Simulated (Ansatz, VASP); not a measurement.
**Na4H: VASP beside Ansatz**

File INCAR:

```
PREC     = Accurate       # precision mode
ENCUT    = 520            # plane-wave cutoff, eV
EDIFF    = 1E-7           # SCF threshold, eV
ISMEAR   = 0              # smearing method
SIGMA    = 0.1            # smearing width, eV
LREAL    = False          # projectors in reciprocal space
LASPH    = True           # aspherical terms in the spheres
NELM     = 100            # most SCF steps
ALGO     = Normal         # electronic algorithm
ISIF     = 2              # what is computed and relaxed
LWAVE    = False          # write WAVECAR
LCHARG   = False          # write CHGCAR
LDIPOL   = True         
IDIPOL   = 3            
DIPOL    = 0.5 0.5 0.286
GGA      = PE             # functional
NBANDS   = 40             # bands
```

KPOINTS

```
Automatic mesh
0
Gamma
  4 4 1
```

POSCAR

```
Na4H
1.0
    7.2665057608      0.0000000000      0.0000000000
   -2.4221685869      6.8509273320      0.0000000000
    0.0000000000      0.0000000000     20.9665385532
Na H
8 2
Direct
    0.2500000000      0.2500000000      0.1907801800
    0.2500000000      0.7500000000      0.1907801800
    0.7500000000      0.2500000000      0.1907801800
    0.7500000000      0.7500000000      0.1907801800
    0.0000000000      0.0000000000      0.3322693699
    0.0000000000      0.5000000000      0.3322693699
    0.5000000000      0.0000000000      0.3322693699
    0.5000000000      0.5000000000      0.3322693699
   -0.0516066473      0.7500000000      0.3842569689
    0.0516066473      0.7500000000      0.3842569689
```

Input for Ansatz:

```yaml
crystal:
  lattice:
    - [7.2665057608, 0.0, 0.0]
    - [-2.4221685869, 6.850927332, 0.0]
    - [0.0, 0.0, 20.9665385532]
  atoms:
    - { symbol: Na, position: [0.25, 0.25, 0.19078018] }
    - { symbol: Na, position: [0.25, 0.75, 0.19078018] }
    - { symbol: Na, position: [0.75, 0.25, 0.19078018] }
    - { symbol: Na, position: [0.75, 0.75, 0.19078018] }
    - { symbol: Na, position: [0.0, 0.0, 0.3322693699] }
    - { symbol: Na, position: [0.0, 0.5, 0.3322693699] }
    - { symbol: Na, position: [0.5, 0.0, 0.3322693699] }
    - { symbol: Na, position: [0.5, 0.5, 0.3322693699] }
    - { symbol: H, position: [-0.0516066473, 0.75, 0.3842569689] }
    - { symbol: H, position: [0.0516066473, 0.75, 0.3842569689] }
basis:
  ecutwfc: 420
kpoints:
  mp_grid: { grid: [4, 4, 1] }
hamiltonian:
  xc: pbe
scf:
  occupations: { method: gaussian, width: 0.1 }
output:
  forces: true
  eigenvalues: true
efield:
  axis: 3
  dipole_correction: true
  ramp_width: 0.04
```

Alike in both runs: task single point; functional PBE; k mesh 4 × 4 × 1; occupations gaussian, width 0.1 eV; no spin polarisation.

|  | VASP | Ansatz |
| --- | --- | --- |
| version | VASP 6.6.1 | Ansatz 0.2.0 |
| potentials or method | VASP PAW PBE potentials, release 64 (Na_pv, H), cutoff 520 eV | scalar-relativistic, plane waves, PAW |
| valence electrons in the cell | 58 | 74 |

Ansatz gave:

- gap on the k mesh at the Fermi level (eV): none
- rms of the force components (eV/Å): 0.304

Question: Which values does VASP return?

Answer: gap on the k mesh at the Fermi level (eV): none; rms of the force components (eV/Å): 0.303.

Atom by atom the forces differ by 0.003 eV/Å (rms over components). A gap of «none» marks a metal or a gap that the smearing closes. With one functional, cell and mesh, what is left measures potentials, basis and numerics. VASP's potentials hold 58 valence electrons a cell and Ansatz's 74, so a difference there can come from the potentials and not from the codes.
